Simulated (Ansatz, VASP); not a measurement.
## One calculation of CaSe, two programs

The input INCAR:

```
SYSTEM = CaSe
PREC = Accurate
ENCUT = 520
EDIFF = 1E-6
ISMEAR = 0
SIGMA = 0.01
LREAL = .False.
LASPH = .True.
NELM = 150
ALGO = Normal
ISIF = 2
LWAVE = .False.
LCHARG = .False.
LNONCOLLINEAR = .True.
MAGMOM = 0 0 0 0 0 0
LORBIT = 11
LSORBIT = .True.
GGA_COMPAT = .False.
LORBMOM = .True.
GGA = PS
NBANDS = 28
```

File KPOINTS:

```
regular mesh
0
Gamma
  8 8 8
  0 0 0
```

Contents of POSCAR:

```
CaSe
1.0
    2.9491228363      2.9491228363      0.0000000000
   -2.9491228363      2.9491228363      0.0000000000
    0.0000000000      2.9491228363      2.9296804933
Ca Se
1 1
Direct
    0.0000000000      0.0000000000      0.0000000000
    0.5000000000      0.5000000000      0.0000000000
```

Input for Ansatz:

```yaml
crystal:
  lattice:
    - [2.94912283632, 2.94912283632, 0.0]
    - [-2.94912283632, 2.94912283632, 0.0]
    - [0.0, 2.94912283632, 2.92968049328]
  atoms:
    - { symbol: Ca, position: [0.0, 0.0, 0.0] }
    - { symbol: Se, position: [0.5, 0.5, 0.0] }
kpoints:
  mp_grid: { grid: [8, 8, 8] }
scf:
  occupations: { method: fixed }
  convergence: { dr2_threshold: 1.0e-10 }
hamiltonian:
  xc: pbesol
  pseudopotentials: { kind: all_electron, lapw: { basis_error: 0.0005 } }
magnetization:
  noncollinear: true
  spin_orbit: true
output:
  forces: true
  stress: true
  eigenstates:
    kpoints:
      - [0.0, 0.0, 0.0]
      - [-0.5, 0.5, 0.0]
      - [-0.5, -0.5, -0.5]
      - [0.0, 0.0, -0.5]
      - [0.0, -0.5, -0.5]
      - [0.0, 0.5, 0.0]
      - [-0.5, 0.0, 0.0]
      - [-0.5, 0.0, -0.5]
  eigenvalues: true
```

Change from the starting cell: film at in-plane strain +0.005.

Alike in both runs: task single point; functional PBEsol; k mesh 8 × 8 × 8; non-collinear spin, spin-orbit coupling.

|  | VASP | Ansatz |
| --- | --- | --- |
| version | VASP 6.6.1 | Ansatz 0.2.0 |
| potentials or method | VASP PAW PBE potentials, release 64 (Ca_sv, Se), cutoff 520 eV | all-electron LAPW |
| occupations | gaussian, width 0.01 eV | fixed |

```csv
,VASP,Ansatz,Ansatz less VASP
pressure (GPa),-0.2,-0.4,-0.21
"traceless stress, the component that is largest in VASP (GPa)",0.43,0.42,-0.008
```

VASP's potentials were made for PBE, not for PBEsol. Ansatz ran all-electron here, and VASP with PAW potentials.
